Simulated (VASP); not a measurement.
Input of a VASP 6.6.1 run:

INCAR

```
SYSTEM = CaSnSe
ALGO = Normal
EDIFF = 1E-7
ENCUT = 520
GGA = PE
ISIF = 2
ISMEAR = 0
LASPH = .True.
LCHARG = .False.
LREAL = .False.
LWAVE = .False.
NBANDS = 39
NELM = 100
PREC = Accurate
SIGMA = 0.1
```

Contents of KPOINTS:

```
k-points
0
Gamma
  12 12 6
  0 0 0
```

Contents of POSCAR:

```
CaSnSe
1.0
    5.1939724627      0.0000000000      0.0000000000
   -2.5969862314      4.4981120992      0.0000000000
    0.0000000000      0.0000000000      6.9869509943
Ca Sn Se
2 2 2
Direct
    0.0000000000      0.0000000000      0.0000000000
    0.0000000000      0.0000000000      0.5000000000
    0.3333333333      0.6666666667      0.2500000000
    0.6666666667      0.3333333333      0.7500000000
    0.6666666667      0.3333333333      0.2500000000
    0.3333333333      0.6666666667      0.7500000000
```

Potentials or basis: VASP PAW PBE potentials, release 64 (Ca_sv, Sn_d, Se).

Launch:

```bash
$ cat potpaw_PBE.64/Ca_sv/POTCAR potpaw_PBE.64/Sn_d/POTCAR potpaw_PBE.64/Se/POTCAR > POTCAR
$ mpirun -np 1 vasp_std > vasp.out
```

(1) Predict the pressure.

(2) Estimate the band gap on the k mesh.

Answers

(1) 0.0 GPa.

(2) zero (band 30 reaches 6.19 eV, above the bottom of band 31 at 5.01 eV).

Caveat: spin-orbit coupling is left out, which moves the levels of the heavy elements.
